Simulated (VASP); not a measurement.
# BaS (P1) in VASP: single point with PBEsol

Aim: the single point of BaS with PBEsol.

Everything below comes from runs of VASP 6.6.1. Logs are shortened: lines on timing, memory, paths and dates and some standing lists are left out, and cuts for length are marked.

## Step 1: The cell of the first run

The typed cell holds 16 atoms: a = 9.073 Å, b = 9.073 Å, c = 9.073 Å, α = 60.00°, β = 60.00°, γ = 60.00°.

## Step 2: Single point, PBEsol

File INCAR:

```
SYSTEM = BaS
  PREC = Accurate
  ENCUT = 520
  EDIFF = 1E-7
  ISMEAR = -1
  SIGMA = 0.19
  LREAL = Auto
  LASPH = .True.
  NELM = 80
  ALGO = Normal
  ISIF = 2
  LWAVE = .False.
  LCHARG = .False.
  GGA = PS
  NBANDS = 78
```

File KPOINTS:

```
Automatic mesh
0
Gamma
  2 2 2
  0 0 0
```

File POSCAR:

```
BaS
1.0
    0.0000000000      6.4159170000      6.4159170000
    6.4159170000      0.0000000000      6.4159170000
    6.4159170000      6.4159170000      0.0000000000
Ba S
8 8
Direct
   -0.0004123339      0.0004830954     -0.0062928651
   -0.0034093334     -0.0045253079      0.4957384891
   -0.0084164119      0.5031209101     -0.0033593016
   -0.0033090359      0.5155432185      0.4984904730
    0.4884026710     -0.0087745836      0.0054910311
    0.5026413995     -0.0039092619      0.4950967258
    0.5096121100      0.4839298887      0.0215626231
    0.4933213756      0.4827193058      0.5063757839
    0.2403154530      0.2663796929      0.2385945766
    0.2719612800      0.2358975342      0.7611890865
    0.2727176801      0.7513365587      0.2318731679
    0.2720708513      0.7261317439      0.7720241705
    0.7416475307      0.2581051158      0.2369971432
    0.7445105665      0.2920636286      0.7555744565
    0.7505468041      0.7390920113      0.2310382132
    0.7419067298      0.7667541522      0.7594897191
```

Potentials or basis: VASP PAW PBE potentials, release 64 (Ba_sv, S).

Command:

```console
$ cat potpaw_PBE.64/Ba_sv/POTCAR potpaw_PBE.64/S/POTCAR > POTCAR
$ mpirun -np 1 vasp_std > vasp.out
```

OUTCAR:

```text
SYSTEM = BaS
   PREC = Accurate
   ENCUT = 520
   EDIFF = 1E-7
   ISMEAR = -1
   LREAL = Auto
   LASPH = .True.
   NELM = 80
   ISIF = 2
   GGA = PS

 ion  position               nearest neighbor table
   1  1.000  0.000  0.994-  14 3.19  12 3.20  13 3.22  10 3.27  15 3.28  11 3.28   7 4.42   5 4.45
                             4 4.49   2 4.52   6 4.53   3 4.54   3 4.54   6 4.54   2 4.55   4 4.59
   2  0.997  0.995  0.496-  16 3.11  11 3.27  13 3.30   9 3.30  12 3.54  14 3.58   4 4.34   5 4.46
                             6 4.48   8 4.49   3 4.51   1 4.52   1 4.55   3 4.57   8 4.58   6 4.59
   3  0.992  0.503  0.997-  15 3.02  16 3.13   9 3.15  13 3.18  10 3.24  12 3.25   7 4.35   4 4.44
                             5 4.50   8 4.50   2 4.51   1 4.54   1 4.54   2 4.57   8 4.58   5 4.58
   4  0.997  0.516  0.498-  14 3.06   9 3.27  16 3.29  11 3.29  15 3.31  10 3.45   2 4.34   8 4.40
                             6 4.42   3 4.44   1 4.49   7 4.50   1 4.59   7 4.59   3 4.63   6 4.65
   5  0.488  0.991  0.005-  11 2.93  10 2.96  16 3.02  15 3.13   9 3.27  14 3.59   7 4.44   1 4.45
                             2 4.46   8 4.49   3 4.50   6 4.53   6 4.55   3 4.58   8 4.58   2 4.62
   6  0.503  0.996  0.495-  13 3.22  12 3.23  16 3.24  10 3.25   9 3.33  15 3.35   7 4.36   4 4.42
                             8 4.43   2 4.48   1 4.53   5 4.53   1 4.54   5 4.55   2 4.59   8 4.65
   7  0.510  0.484  0.022-  13 2.87  14 2.96  11 3.08  12 3.13   9 3.14  16 3.31   8 4.32   3 4.35
                             6 4.36   1 4.42   5 4.44   4 4.50   4 4.59   5 4.65   1 4.66   6 4.71
   8  0.493  0.483  0.506-  10 3.01  13 3.18  11 3.19  14 3.26  12 3.28  15 3.30   7 4.32   4 4.40
                             6 4.43   5 4.49   2 4.49   3 4.50   3 4.58   5 4.58   2 4.58   6 4.65
   9  0.240  0.266  0.239-   7 3.14   3 3.15   5 3.27   4 3.27   2 3.30   6 3.33
  10  0.272  0.236  0.761-   5 2.96   8 3.01   3 3.24   6 3.25   1 3.27   4 3.45
  11  0.273  0.751  0.232-   5 2.93   7 3.08   8 3.19   2 3.27   1 3.28   4 3.29
  12  0.272  0.726  0.772-   7 3.13   1 3.20   6 3.23   3 3.25   8 3.28   2 3.54
  13  0.742  0.258  0.237-   7 2.87   8 3.18   3 3.18   1 3.22   6 3.22   2 3.30
  14  0.745  0.292  0.756-   7 2.96   4 3.06   1 3.19   8 3.26   2 3.58   5 3.59
  15  0.751  0.739  0.231-   3 3.02   5 3.13   1 3.28   8 3.30   4 3.31   6 3.35
  16  0.742  0.767  0.759-   5 3.02   2 3.11   3 3.13   6 3.24   4 3.29   7 3.31

  LATTYP: Found a face centered cubic cell.
 ALAT       =    12.8318340000

  Lattice vectors:

 A1 = (   0.0000000000,   6.4159170000,   6.4159170000)
 A2 = (   6.4159170000,   0.0000000000,   6.4159170000)
 A3 = (   6.4159170000,   6.4159170000,   0.0000000000)

Analysis of symmetry for initial positions (statically):
=====================================================================
 Subroutine PRICEL returns:
 Original cell was already a primitive cell.

 Routine SETGRP: Setting up the symmetry group for a
 face centered cubic supercell.

 Subroutine GETGRP returns: Found  1 space group operations
 (whereof  1 operations were pure point group operations)
[... 142 lines left out ...]
   ISMEAR =    -1;   SIGMA  =   0.19  broadening in eV -4-tet -1-fermi 0-gaus
   EFERMI_NEDOS =   21; number of points for ismear=-14 and -15
   IALGO  =     38    algorithm
   IMIX   =      4    mixing-type and parameters
     AMIX     =   0.40;   BMIX     =  1.00
     AMIX_MAG =   1.60;   BMIX_MAG =  1.00
  volume/ion in A,a.u.               =      33.01       222.78
  Fermi-wavevector in a.u.,A,eV,Ry     =   1.020648  1.928745 14.173499  1.041723
  Thomas-Fermi vector in A             =   2.154229
   LORBIT       =      0    0 simple, 1 ext, 2 COOP (PROOUT), +10 PAW based schemes
   GGA     = PS    functional components
   LHFCALC =     F    Hartree Fock is set to
   AEXX    =    0.0000 exact exchange contribution
   IVDW    =     0    specifies the selected vdW correction
   LEPSILON=     F    determine dielectric tensor
   LRPA    =     F    only Hartree local field effects (RPA)
 non-spin polarized calculation
  energy-cutoff  :      520.00
  volume of cell :      528.21
 maximum number of plane-waves:     14280
 NGX is ok and might be reduce to    70
   NGX = 33   NGY = 33   NGZ = 33

 number of electron     127.9999998 magnetization

 Free energy of the ion-electron system (eV)
  ---------------------------------------------------
  ext. energy  EPLUGINS =         0.00000000
  ---------------------------------------------------
  free energy    TOTEN  =       -84.54766702 eV

  energy without entropy =      -84.52276837  energy(sigma->0) =      -84.53521769

 E-fermi :   2.4819     XC(G=0):  -8.7583

 val. band max:        1.3674156554   @ k =   0.0000   0.0000   0.0000
 cond. band min:       3.2402794179   @ k =   0.0000   0.0000   0.0000
 fundamental gap:      1.8728637625
 Fermi energy:         2.4818535416

 k-point     1 :       0.0000    0.0000    0.0000
  band No.  band energies     occupation
      1     -25.2804      2.00000
      2     -25.0207      2.00000
      3     -25.0048      2.00000
      4     -24.8903      2.00000
      5     -24.7520      2.00000
      6     -24.5628      2.00000
[... 621 lines left out ...]
     75       5.8115      0.00000
     76       5.9849      0.00000
 [bands above 76 left out]

------------------------ aborting loop because EDIFF is reached ----------------------------------------

  FORCE on cell =-STRESS in cart. coord.  units (eV):
  Direction    XX          YY          ZZ          XY          YZ          ZX
  --------------------------------------------------------------------------------------
  -------------------------------------------------------------------------------------
  Total       -1.4576678     -0.4172044     -1.6273760     -0.3425690     -0.2117948     -0.3062660
  in kB       -4.4214319     -1.2654740     -4.9361946     -1.0390884     -0.6424209     -0.9289733
  external PRESSURE =      -3.5410335 kB  Pullay stress =       0.0000000 kB

 VOLUME and BASIS-vectors are now :
 -----------------------------------------------------------------------------
  energy-cutoff  :      520.00
  volume of cell :      528.21
      direct lattice vectors                 reciprocal lattice vectors
     0.000000000  6.415917000  6.415917000    -0.077931183  0.077931183  0.077931183
     6.415917000  0.000000000  6.415917000     0.077931183 -0.077931183  0.077931183
     6.415917000  6.415917000  0.000000000     0.077931183  0.077931183 -0.077931183

 POSITION                                       TOTAL-FORCE (eV/Angst)
 -----------------------------------------------------------------------------------
      6.37864     12.78881      6.41637        -0.259572     -0.026203     -0.021325
      9.56750      9.57466     12.78093         0.284570      0.181304      0.466997
      9.62235     12.75628      9.58990        -0.134121      0.392902      0.283279
      6.50596      9.59296      9.70237        -0.361394     -0.146160     -0.239350
      6.39485      3.16878      9.49317         0.432846      0.413761      0.779958
      9.56733      6.40140      9.61574        -0.026150     -0.055980     -0.404776
[... 8 lines left out ...]
      6.22427      6.29777      9.55740         0.706098      0.448425      0.222813
      9.79225      9.63284      9.67944        -0.668494     -0.228419      0.217758
 -----------------------------------------------------------------------------------
    total drift:                               -0.002506      0.000759     -0.001586

  FREE ENERGIE OF THE ION-ELECTRON SYSTEM (eV)
  ---------------------------------------------------
  free  energy   TOTEN  =       -84.5476670153 eV

  energy  without entropy=      -84.5227683684  energy(sigma->0) =      -84.53521769
```

OSZICAR:

```text
N       E                     dE             d eps       ncg     rms          rms(c)
DAV:   1     0.941879001503E+03    0.94188E+03   -0.55461E+04  1248   0.143E+03
DAV:   2    -0.410681016597E+01   -0.94599E+03   -0.91346E+03  1768   0.271E+02
DAV:   3    -0.859288401941E+02   -0.81822E+02   -0.81177E+02  1496   0.829E+01
DAV:   4    -0.885023759161E+02   -0.25735E+01   -0.25690E+01  1744   0.142E+01
DAV:   5    -0.885729279469E+02   -0.70552E-01   -0.70520E-01  1728   0.233E+00    0.135E+01
DAV:   6    -0.845801870373E+02    0.39927E+01   -0.11215E+01  1390   0.769E+00    0.905E+00
DAV:   7    -0.845152932362E+02    0.64894E-01   -0.28884E+00  1648   0.386E+00    0.505E+00
DAV:   8    -0.845256681172E+02   -0.10375E-01   -0.28647E-01  1472   0.137E+00    0.219E+00
DAV:   9    -0.845450646753E+02   -0.19397E-01   -0.62396E-02  1440   0.843E-01    0.379E-01
DAV:  10    -0.845454244275E+02   -0.35975E-03   -0.59853E-03  1440   0.224E-01    0.195E-01
DAV:  11    -0.845475139712E+02   -0.20895E-02   -0.32563E-03  1568   0.171E-01    0.111E-01
DAV:  12    -0.845476465393E+02   -0.13257E-03   -0.67987E-04  1440   0.679E-02    0.595E-02
DAV:  13    -0.845476632376E+02   -0.16698E-04   -0.71779E-05  1640   0.232E-02    0.139E-02
DAV:  14    -0.845476670524E+02   -0.38149E-05   -0.65950E-06  1504   0.772E-03    0.745E-03
DAV:  15    -0.845476670153E+02    0.37100E-07   -0.58242E-07  1368   0.207E-03
   1 F= -.84547667E+02 E0= -.84535218E+02  d E =-.248986E-01
```

stdout:

```text
POSCAR found type information on POSCAR BaS
 POSCAR found :  2 types and      16 ions
 scaLAPACK will be used
 -----------------------------------------------------------------------------
|                                                                             |
|                                                                             |
|     You enforced a specific xc type in the INCAR file but a different       |
|     I HOPE YOU KNOW WHAT YOU ARE DOING!                                     |
|                                                                             |
 -----------------------------------------------------------------------------

 LDA part: xc-table for (Slater+PW92), standard interpolation
 POSCAR, INCAR and KPOINTS ok, starting setup
 FFT: planning ... GRIDC
 FFT: planning ... GRID_SOFT
 FFT: planning ... GRID
 WAVECAR not read
 entering main loop
```

Wall time 28 min (1 thread of Oxide Virtual Turin-like, shared host); peak memory 0.74 GiB.

Results:

```
Free energy            : -84.5477 eV
Pressure               : -0.4 GPa
Largest force          : 1.382 eV/Å
Band gap on the k mesh : 1.87 eV
```

Forces in eV/Å, atoms in the order of the input:
```
Ba  -0.260 -0.026 -0.021
Ba   0.285  0.181  0.467
Ba  -0.134  0.393  0.283
Ba  -0.361 -0.146 -0.239
Ba   0.433  0.414  0.780
Ba  -0.026 -0.056 -0.405
Ba   0.030 -1.295 -0.011
Ba   0.444  0.373  0.695
S    0.156  0.503 -0.406
S   -0.164 -0.989 -0.351
S    0.784 -0.073 -0.870
S   -0.006 -0.950  0.093
S   -0.095  1.362 -0.210
S   -1.122  0.090 -0.246
S    0.706  0.448  0.223
S   -0.668 -0.228  0.218
```

Caveat: the k points lie up to 0.42 Å⁻¹ apart; the atoms stand as in a frame of molecular dynamics; the PAW data sets were made with another functional, which shifts forces and pressure a little; spin-orbit coupling is left out, which moves the levels of the heavy elements.
